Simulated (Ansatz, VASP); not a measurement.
# HgTe in VASP and in Ansatz

Contents of INCAR:

```
  PREC = Accurate
  ENCUT = 500
  EDIFF = 1E-6
  ISMEAR = -1
  SIGMA = 0.02
  LREAL = F
  LASPH = T
  NELM = 120
  ALGO = Normal
  ISIF = 2
  LWAVE = F
  LCHARG = F
  GGA = PS
  NBANDS = 16
  ISYM = 0
  GGA_COMPAT = F
```

KPOINTS

```
Automatic mesh
0
Gamma
  4 4 4
```

File POSCAR:

```
HgTe
1.0
    0.0000000000      3.2891578872      3.2891578872
    3.2891578872      0.0000000000      3.2891578872
    3.2891578872      3.2891578872      0.0000000000
Hg Te
1 1
Direct
    0.0000000000      0.0000000000      0.0000000000
    0.2500000000      0.2500000000      0.2500000000
```

Input for Ansatz:

```yaml
crystal:
  lattice:
    - [0.0, 3.2891578872, 3.2891578872]
    - [3.2891578872, 0.0, 3.2891578872]
    - [3.2891578872, 3.2891578872, 0.0]
  atoms:
    - { symbol: Hg, position: [0.0, 0.0, 0.0] }
    - { symbol: Te, position: [0.25, 0.25, 0.25] }
  symmetry: { detect: false }
kpoints:
  mp_grid: { grid: [4, 4, 4] }
hamiltonian:
  xc: pbesol
scf:
  occupations: { method: fermi_dirac, width: 0.02 }
  n_extra_bands: 4
output:
  forces: true
  stress: true
  eigenvalues: true
```

Alike in both runs: task single point; functional PBEsol; k mesh 4 × 4 × 4; occupations fermi-dirac, width 0.02 eV; no spin polarisation.

|  | VASP | Ansatz |
| --- | --- | --- |
| version | VASP 6.6.1 | Ansatz 0.2.0 |
| potentials or method | VASP PAW PBE potentials, release 64 (Hg, Te) | plane waves |
| plane-wave cutoff (eV) | 500 | 420 |
| valence electrons in the cell | 18 | 36 |

VASP gave:

* pressure (GPa): -0.7

Which values does Ansatz return?

Pressure (GPa): -0.8.

VASP's potentials were made for PBE, not for PBEsol. VASP's potentials hold 18 valence electrons a cell and Ansatz's 36, so a difference there can come from the potentials and not from the codes.

The k mesh is coarse, so the values compare programs but aren't converged. Spin-orbit coupling is off throughout.
